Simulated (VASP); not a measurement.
# Hg (P6_3/mmc) in VASP: further runs

Runs on Hg. Level: PBE+D3(BJ). Tasks: single point.

Program: VASP 6.6.1. These are calculated values, not measurements. Logs are shortened: lines on timing, memory, paths and dates and some standing lists are left out, and cuts for length are marked.

## (1) The cell of the first run

The structure is hexagonal, space group P6_3/mmc (No. 194). The conventional cell has a = 3.352 Å, b = 3.352 Å, c = 5.603 Å, α = 90.00°, β = 90.00°, γ = 120.00°. Within 4.4 Å of Hg (site symmetry -6m2) lie 12 Hg at 3.35 to 3.41 Å.

## (2) Single point, PBE+D3(BJ)

File INCAR:

```
SYSTEM = Hg
PREC = Accurate
ENCUT = 520
EDIFF = 1E-7
ISMEAR = 0
SIGMA = 0.15
LREAL = .FALSE.
LASPH = .TRUE.
NELM = 100
ALGO = Fast
ISIF = 2
LWAVE = .FALSE.
LCHARG = .TRUE.
GGA = PE
IVDW = 12
LELF = .TRUE.
LVHAR = .TRUE.
NBANDS = 19
```

File KPOINTS:

```
Automatic mesh
0
G
  15 15 8
  0 0 0
```

File POSCAR:

```
Hg
1.0
    3.3522124042      0.0000000000      0.0000000000
   -1.6761062021      2.9031011009      0.0000000000
    0.0000000000      0.0000000000      5.6033000000
Hg
2
Direct
    0.6666666667      0.3333333333      0.7500000000
    0.3333333333      0.6666666667      0.2500000000
```

Potentials or basis: VASP PAW PBE potentials, release 64 (Hg).

On the command line:

```
> cat potpaw_PBE.64/Hg/POTCAR > POTCAR
> mpirun -np 1 vasp_std > vasp.out
```

OUTCAR:

```text
SYSTEM = Hg
   PREC = Accurate
   ENCUT = 520
   EDIFF = 1E-7
   ISMEAR = 0
   LREAL = .FALSE.
   LASPH = .TRUE.
   NELM = 100
   ISIF = 2
   GGA = PE
   IVDW = 12
 IVDW          = 12

 ion  position               nearest neighbor table
   1  0.667  0.333  0.750-   2 3.41   2 3.41   2 3.41   2 3.41   2 3.41   2 3.41
   2  0.333  0.667  0.250-   1 3.41   1 3.41   1 3.41   1 3.41   1 3.41   1 3.41

  LATTYP: Found a hexagonal cell.
 ALAT       =     3.3522124042
 C/A-ratio  =     1.6715229599

  Lattice vectors:

 A1 = (   3.3522124042,   0.0000000000,   0.0000000000)
 A2 = (  -1.6761062021,   2.9031011009,   0.0000000000)
 A3 = (   0.0000000000,   0.0000000000,   5.6033000000)

Analysis of symmetry for initial positions (statically):
=====================================================================
 Subroutine PRICEL returns:
 Original cell was already a primitive cell.

 Routine SETGRP: Setting up the symmetry group for a
 hexagonal supercell.

 Subroutine GETGRP returns: Found 24 space group operations
 (whereof 12 operations were pure point group operations)
 out of a pool of 24 trial point group operations.

The static configuration has the point symmetry D_3d.
 The point group associated with its full space group is D_6h.

Analysis of symmetry for dynamics (positions and initial velocities):
=====================================================================
 Subroutine PRICEL returns:
 Original cell was already a primitive cell.

 Routine SETGRP: Setting up the symmetry group for a
 hexagonal supercell.

 Subroutine GETGRP returns: Found 24 space group operations
 (whereof 12 operations were pure point group operations)
 out of a pool of 24 trial point group operations.

The dynamic configuration has the point symmetry D_3d.
 The point group associated with its full space group is D_6h.

 Subroutine INISYM returns: Found 24 space group operations
 (whereof 12 operations are pure point group operations),
 and found     1 'primitive' translations

----------------------------------------------------------------------------------------

                                     Primitive cell

  volume of cell :      54.5303

  direct lattice vectors                    reciprocal lattice vectors
     3.352212404  0.000000000  0.000000000     0.298310453  0.172229620  0.000000000
    -1.676106202  2.903101101  0.000000000     0.000000000  0.344459240  0.000000000
     0.000000000  0.000000000  5.603300000     0.000000000  0.000000000  0.178466261

  length of vectors
     3.352212404  3.352212404  5.603300000     0.344459240  0.344459240  0.178466261

  position of ions in fractional coordinates (direct lattice)
     0.666666667  0.333333333  0.750000000
     0.333333333  0.666666667  0.250000000

  ion indices of the primitive-cell ions
   primitive index   ion index
                 1           1
                 2           2

----------------------------------------------------------------------------------------

 KPOINTS: Automatic mesh

Automatic generation of k-mesh.
 Grid dimensions read from file:
 generate k-points for:   15   15    8

 Generating k-lattice:

  Cartesian coordinates                     Fractional coordinates (reciprocal lattice)
     0.019887364  0.011481975  0.000000000     0.066666667  0.000000000  0.000000000
     0.000000000  0.022963949  0.000000000     0.000000000  0.066666667  0.000000000
     0.000000000  0.000000000  0.022308283     0.000000000  0.000000000  0.125000000

  Length of vectors
     0.022963949  0.022963949  0.022308283

  Shift w.r.t. Gamma in fractional coordinates (k-lattice)
     0.000000000  0.000000000  0.000000000

 Subroutine IBZKPT returns following result:
 ===========================================

 Found    135 irreducible k-points:

 Following reciprocal coordinates:
            Coordinates               Weight
  0.000000  0.000000  0.000000      1.000000
  0.066667  0.000000  0.000000      6.000000
  0.133333  0.000000  0.000000      6.000000
  0.200000  0.000000  0.000000      6.000000
  0.266667  0.000000  0.000000      6.000000
  0.333333  0.000000  0.000000      6.000000
[... 16 lines left out ...]
  0.333333  0.200000  0.000000     12.000000
  0.400000  0.200000  0.000000      6.000000
 [... further k-points ...]
   k-points           NKPTS =    135   k-points in BZ     NKDIM =    135   number of bands    NBANDS=     19
   number of dos      NEDOS =    301   number of ions     NIONS =      2
   total plane-waves  NPLWV =  32928
   dimension x,y,z NGX =    28 NGY =   28 NGZ =   42
   dimension x,y,z NGXF=    56 NGYF=   56 NGZF=   84
   ions per type =               2
   NGX,Y,Z   is equivalent  to a cutoff of  13.89, 13.89, 12.46 a.u.
   NGXF,Y,Z  is equivalent  to a cutoff of  27.77, 27.77, 24.92 a.u.
 SYSTEM =  Hg
   PREC   = accura    normal or accurate (medium, high low for compatibility)
   ISTART =      0    job   : 0-new  1-cont  2-samecut
[... 24 lines left out ...]
   IALGO  =     68    algorithm
   IMIX   =      4    mixing-type and parameters
     AMIX     =   0.40;   BMIX     =  1.00
     AMIX_MAG =   1.60;   BMIX_MAG =  1.00
  volume/ion in A,a.u.               =      27.27       183.99
  Fermi-wavevector in a.u.,A,eV,Ry     =   1.245277  2.353233 21.098765  1.550715
  Thomas-Fermi vector in A             =   2.379507
   LORBIT       =      0    0 simple, 1 ext, 2 COOP (PROOUT), +10 PAW based schemes
   GGA     = PE    functional components
   LHFCALC =     F    Hartree Fock is set to
   AEXX    =    0.0000 exact exchange contribution
   IVDW    =    12    specifies the selected vdW correction
   LEPSILON=     F    determine dielectric tensor
   LRPA    =     F    only Hartree local field effects (RPA)
 non-spin polarized calculation
 RMM-DIIS sequential band-by-band and
 Gauss-broadening in eV      SIGMA  =   0.15
  energy-cutoff  :      520.00
  volume of cell :       54.53
 maximum number of plane-waves:      1496
 NGX is ok and might be reduce to    28
   NGX = 13   NGY = 13   NGZ = 21

 number of electron      24.0000005 magnetization

 Free energy of the ion-electron system (eV)
  ---------------------------------------------------
  ext. energy  EPLUGINS =         0.00000000
  ---------------------------------------------------
  free energy    TOTEN  =        -0.33362616 eV

  energy without entropy =       -0.32942677  energy(sigma->0) =       -0.33152647

 E-fermi :   1.3096     XC(G=0): -10.0678

 val. band max:        1.2959146608   @ k =   0.2667   0.2667   0.1250
 cond. band min:       1.3213587453   @ k =   0.2667   0.2667   0.0000
 fundamental gap:      0.0254440845
 Fermi energy:         1.3095697915

 k-point     1 :       0.0000    0.0000    0.0000
  band No.  band energies     occupation
      1      -6.2494      2.00000
      2      -5.6072      2.00000
      3      -4.9409      2.00000
      4      -4.8410      2.00000
      5      -4.8410      2.00000
      6      -4.7526      2.00000
[... 11 lines left out ...]
     18      15.4708      0.00000
     19      15.4744      0.00000

 k-point     2 :       0.0667    0.0000    0.0000
  band No.  band energies     occupation
      1      -6.1579      2.00000
      2      -5.5617      2.00000
      3      -4.9514      2.00000
      4      -4.8264      2.00000
      5      -4.8071      2.00000
      6      -4.7621      2.00000
[... 11 lines left out ...]
     18      15.8231      0.00000
     19      15.8325      0.00000

 k-point     3 :       0.1333    0.0000    0.0000
  band No.  band energies     occupation
      1      -5.8985      2.00000
      2      -5.4473      2.00000
      3      -4.9764      2.00000
      4      -4.8065      2.00000
      5      -4.7393      2.00000
      6      -4.7096      2.00000
[... 11 lines left out ...]
     18      14.9695      0.00000
     19      15.9343      0.00000

 k-point     4 :       0.2000    0.0000    0.0000
  band No.  band energies     occupation
      1      -5.5533      2.00000
      2      -5.3508      2.00000
      3      -4.9457      2.00000
      4      -4.8013      2.00000
      5      -4.7811      2.00000
      6      -4.6591      2.00000
[... 407 lines left out ...]
     18      10.0715      0.00000
     19      12.0294      0.00000

 k-point    23 :       0.3333    0.2000    0.0000
  band No.  band energies     occupation
      1      -5.2652      2.00000
      2      -5.2353      2.00000
      3      -5.0949      2.00000
      4      -4.8617      2.00000
      5      -4.6804      2.00000
      6      -4.5914      2.00000
[... 11 lines left out ...]
     18       9.5479      0.00000
     19      11.7450      0.00000

 k-point    24 :       0.4000    0.2000    0.0000
  band No.  band energies     occupation
      1      -5.2885      2.00000
      2      -5.2490      2.00000
      3      -5.0973      2.00000
      4      -4.8518      2.00000
      5      -4.7100      2.00000
      6      -4.5570      2.00000
[... 11 lines left out ...]
     18       9.4174      0.00000
     19      11.6566      0.00000

 [... further k-points ...]

------------------------ aborting loop because EDIFF is reached ----------------------------------------

 Edisp (eV)   -0.76845

 E8    (eV) :    -0.3490

  FORCE on cell =-STRESS in cart. coord.  units (eV):
  Direction    XX          YY          ZZ          XY          YZ          ZX
  --------------------------------------------------------------------------------------
  -------------------------------------------------------------------------------------
  Total      -0.13544    -0.13544    -0.40721     0.00000     0.00000    -0.00000
  in kB      -3.97957    -3.97957   -11.96447     0.00000     0.00000    -0.00000
  external pressure =       -6.64 kB  Pullay stress =        0.00 kB

 VOLUME and BASIS-vectors are now :
 -----------------------------------------------------------------------------
  energy-cutoff  :      520.00
  volume of cell :       54.53
      direct lattice vectors                 reciprocal lattice vectors
     3.352212404  0.000000000  0.000000000     0.298310453  0.172229620  0.000000000
    -1.676106202  2.903101101  0.000000000     0.000000000  0.344459240  0.000000000
     0.000000000  0.000000000  5.603300000     0.000000000  0.000000000  0.178466261

 POSITION                                       TOTAL-FORCE (eV/Angst)
 -----------------------------------------------------------------------------------
      1.67611      0.96770      4.20247        -0.000000      0.000000      0.000000
     -0.00000      1.93540      1.40082         0.000000     -0.000000      0.000000
 -----------------------------------------------------------------------------------
    total drift:                               -0.000000      0.000000     -0.000000

  FREE ENERGIE OF THE ION-ELECTRON SYSTEM (eV)
  ---------------------------------------------------
  free  energy   TOTEN  =        -1.1020749178 eV

  energy  without entropy=       -1.0978755225  energy(sigma->0) =       -1.09997522
```

Wall time 4 min (1 thread of AMD EPYC 7R13, shared host); peak memory 0.24 GiB.

Results:

- Free energy: -1.1021 eV
- Pressure: -0.7 GPa
- Band gap on the k mesh: zero (band 12 reaches 1.34 eV, above the bottom of band 13 at 0.60 eV)
- Dispersion energy per atom: -0.384 eV

Caveat: spin-orbit coupling is left out, which moves the levels of the heavy elements; pairwise dispersion overbinds metals, which lowers pressure and volume.

## (3) Single point, PBE+D3(BJ)

This run uses another cell than the first one, of 27.51 Å³/atom, 1.009 times its volume.

File INCAR:

```
SYSTEM = Hg
PREC = Accurate
ENCUT = 520
EDIFF = 1E-6
ISMEAR = 0
SIGMA = 0.15
LREAL = .False.
LASPH = .True.
NELM = 60
ALGO = Fast
ISIF = 2
LWAVE = .False.
LCHARG = .False.
GGA = PE
IVDW = 12
NBANDS = 19
```

File KPOINTS:

```
regular mesh
0
Gamma
  15 15 8
  0 0 0
```

File POSCAR:

```
Hg
1.0
    3.5198000000      0.0000000000      0.0000000000
   -1.7599000000      3.0482362162      0.0000000000
    0.0000000000      0.0000000000      5.1276000000
Hg
2
Direct
    0.6666666667      0.3333333333      0.7500000000
    0.3333333333      0.6666666667      0.2500000000
```

Potentials or basis: VASP PAW PBE potentials, release 64 (Hg).

On the command line:

```
> cat potpaw_PBE.64/Hg/POTCAR > POTCAR
> mpirun -np 1 vasp_std > vasp.out
```

Wall time 3.4 min (1 thread of AMD EPYC 7R13, shared host); peak memory 0.24 GiB.

It converged, with:

```yaml
Free_energy: -1.0974 eV
Pressure: -0.7 GPa
Band_gap_on_the_k_mesh: zero (band 12 reaches 1.51 eV, above the bottom of band 13 at 1.20 eV)
Dispersion_energy_per_atom: -0.381 eV
```

Stress tensor (GPa, compression positive):
```
-0.94  0.00  0.00
 0.00 -0.94  0.00
 0.00  0.00 -0.28
```

Levels at points of the mesh, in eV from the Fermi level:
```tsv
k point	band 9	band 10	band 11	band 12	band 13	band 14	band 15	band 16
(0.00, 0.00, 0.00)	-6.13	-5.53	-5.53	-0.54	-0.23	10.08	10.08	12.06
(0.00, 0.00, 0.50)	-5.69	-5.69	-5.68	-5.68	8.02	8.02	11.26	11.26
```

Caveat: spin-orbit coupling is left out, which moves the levels of the heavy elements; pairwise dispersion overbinds metals, which lowers pressure and volume.

## (4) Single point, PBE+D3(BJ)

This run uses another cell than the first one, of 27.38 Å³/atom, 1.004 times its volume.

File INCAR:

```
ALGO = Fast
EDIFF = 1E-7
ENCUT = 520
GGA = PE
ISIF = 2
ISMEAR = 0
IVDW = 12
LASPH = True
LCHARG = False
LREAL = False
LWAVE = False
NBANDS = 19
NELM = 100
PREC = Accurate
SIGMA = 0.15
```

File KPOINTS:

```
k-points
0
Gamma
  15 15 8
```

File POSCAR:

```
Hg
1.0
    3.4081000000      0.0000000000      0.0000000000
   -1.7040500000      2.9515011786      0.0000000000
    0.0000000000      0.0000000000      5.4448000000
Hg
2
Direct
    0.6666666667      0.3333333333      0.7500000000
    0.3333333333      0.6666666667      0.2500000000
```

On the command line:

```
> cat potpaw_PBE.64/Hg/POTCAR > POTCAR
> mpirun -np 1 vasp_std > vasp.out
```

It took 3.3 min on 1 thread of AMD EPYC 7R13, shared host; peak memory 0.24 GiB.

Results (log left out):

```
Free energy                : -1.1056 eV
Pressure                   : -0.7 GPa
Band gap on the k mesh     : zero (band 12 reaches 1.34 eV, above the bottom of band 13 at 0.77 eV)
Dispersion energy per atom : -0.383 eV
```

Stress tensor (GPa, compression positive):
```
-0.66  0.00  0.00
 0.00 -0.66  0.00
 0.00  0.00 -0.80
```

Levels at points of the mesh, in eV from the Fermi level:
```
           k point  band 10  band 11  band 12  band 13  band 14  band 15
(0.00, 0.00, 0.00)    -5.38    -5.38    -1.29    -0.51    11.43    11.43
(0.00, 0.00, 0.50)    -5.54    -5.54    -5.54     6.66     6.66    12.45
```

Caveat: spin-orbit coupling is left out, which moves the levels of the heavy elements; pairwise dispersion overbinds metals, which lowers pressure and volume.

## (5) Single point, PBE+D3(BJ)

This run uses another cell than the first one, of 27.47 Å³/atom, 1.007 times its volume.

File INCAR:

```
SYSTEM = Hg
ALGO = Fast
EDIFF = 1E-7
ENCUT = 520
GGA = PE
ISIF = 2
ISMEAR = 0
IVDW = 12
LASPH = .True.
LCHARG = .False.
LREAL = .False.
LWAVE = .False.
NBANDS = 19
NELM = 60
PREC = Accurate
SIGMA = 0.15
```

File KPOINTS:

```
k-points
0
Gamma
  15 15 8
  0 0 0
```

File POSCAR:

```
Hg
1.0
    3.4640000000      0.0000000000      0.0000000000
   -1.7320000000      2.9999119987      0.0000000000
    0.0000000000      0.0000000000      5.2861746114
Hg
2
Direct
    0.6666666667      0.3333333333      0.7500000000
    0.3333333333      0.6666666667      0.2500000000
```

On the command line:

```
> cat potpaw_PBE.64/Hg/POTCAR > POTCAR
> mpirun -np 1 vasp_std > vasp.out
```

Wall time 3.4 min (1 thread of AMD EPYC 7R13, shared host); peak memory 0.23 GiB.

It converged, with:

| Quantity | Value |
| --- | --- |
| Free energy | -1.1035 eV |
| Pressure | -0.7 GPa |
| Band gap on the k mesh | zero (band 12 reaches 1.36 eV, above the bottom of band 13 at 0.97 eV) |
| Dispersion energy per atom | -0.381 eV |

Stress tensor (GPa, compression positive):
```
-0.87  0.00  0.00
 0.00 -0.87  0.00
 0.00  0.00 -0.48
```

Levels at points of the mesh, in eV from the Fermi level:
```
           k point  band 9  band 10  band 11  band 12  band 13  band 14  band 15  band 16
(0.00, 0.00, 0.00)   -6.05    -5.42    -5.42    -0.89    -0.35    10.77    10.77    12.52
(0.00, 0.00, 0.50)   -5.59    -5.59    -5.59    -5.59     7.35     7.35    11.87    11.87
```

Caveat: spin-orbit coupling is left out, which moves the levels of the heavy elements; pairwise dispersion overbinds metals, which lowers pressure and volume.

## (6) Single point, PBE+D3(BJ)

This run uses another cell than the first one, of 28.18 Å³/atom, 1.034 times its volume.

File INCAR:

```
ALGO     = Fast           # electronic algorithm
EDIFF    = 1E-6           # SCF threshold, eV
ENCUT    = 520            # plane-wave cutoff, eV
GGA      = PE             # functional
ISIF     = 2              # what is computed and relaxed
ISMEAR   = 0              # smearing method
IVDW     = 12             # dispersion correction
LASPH    = T              # aspherical terms in the spheres
LCHARG   = T              # write CHGCAR
LELF     = T              # ELF
LREAL    = F              # projectors in reciprocal space
LVHAR    = T            
LWAVE    = F              # write WAVECAR
NBANDS   = 19             # bands
NELM     = 100            # most SCF steps
PREC     = Accurate       # precision mode
SIGMA    = 0.15           # smearing width, eV
```

File KPOINTS:

```
k-points
0
Gamma
  15 15 8
```

File POSCAR:

```
Hg
1.0
    3.4081000000      0.0000000000      0.0000000000
   -1.7040500000      2.9515011786      0.0000000000
    0.0000000000      0.0000000000      5.6033000000
Hg
2
Direct
    0.6666666667      0.3333333333      0.7500000000
    0.3333333333      0.6666666667      0.2500000000
```

Potentials or basis: VASP PAW PBE potentials, release 64 (Hg).

On the command line:

```
> cat potpaw_PBE.64/Hg/POTCAR > POTCAR
> mpirun -np 1 vasp_std > vasp.out
```

Run time: 3.8 min. Hardware: 1 thread of AMD EPYC 7R13, shared host; peak memory 0.24 GiB.

The run converged. Its results:

```
Free energy                : -1.0959 eV
Pressure                   : -1.0 GPa
Band gap on the k mesh     : zero (band 12 reaches 1.06 eV, above the bottom of band 13 at 0.57 eV)
Dispersion energy per atom : -0.372 eV
```

Stress tensor (GPa, compression positive):
```
-0.79  0.00  0.00
 0.00 -0.79  0.00
 0.00  0.00 -1.31
```

Levels at points of the mesh, in eV from the Fermi level:
```csv
k point,band 10,band 11,band 12,band 13,band 14,band 15
"(0.00, 0.00, 0.00)",-5.32,-5.32,-1.57,-0.48,11.61,11.61
"(0.00, 0.00, 0.50)",-5.48,-5.48,-5.48,6.12,6.12,12.56
```

Caveat: spin-orbit coupling is left out, which moves the levels of the heavy elements; pairwise dispersion overbinds metals, which lowers pressure and volume.

## (7) Summary

```tsv
cell	further INCAR settings	gap on the mesh (eV)	pressure (GPa)
a = 3.352, b = 3.352, c = 5.603 Å, angles 90.0, 90.0, 120.0°, 2 atoms	ALGO = Fast; EDIFF = 1e-07; NBANDS = 19	none	-0.7
a = 3.520, b = 3.520, c = 5.128 Å, angles 90.0, 90.0, 120.0°, 2 atoms	ALGO = Fast; EDIFF = 1e-06; NBANDS = 19	none	-0.7
a = 3.408, b = 3.408, c = 5.445 Å, angles 90.0, 90.0, 120.0°, 2 atoms	ALGO = Fast; EDIFF = 1e-07; NBANDS = 19	none	-0.7
a = 3.464, b = 3.464, c = 5.286 Å, angles 90.0, 90.0, 120.0°, 2 atoms	ALGO = Fast; EDIFF = 1e-07; NBANDS = 19	none	-0.7
a = 3.408, b = 3.408, c = 5.603 Å, angles 90.0, 90.0, 120.0°, 2 atoms	ALGO = Fast; EDIFF = 1e-06; NBANDS = 19	none	-1.0
```

Alike in all rows: task single point; level PBE+D3(BJ); potentials or basis VASP PAW PBE potentials, release 64 (Hg); no spin polarisation; k mesh 15 × 15 × 8; cutoff (eV) 520; smearing gaussian 0.15 eV.

Caveats: spin-orbit coupling is left out, which moves the levels of the heavy elements; pairwise dispersion overbinds metals, which lowers pressure and volume.

Absolute energies hang on the potentials; compare differences alone.
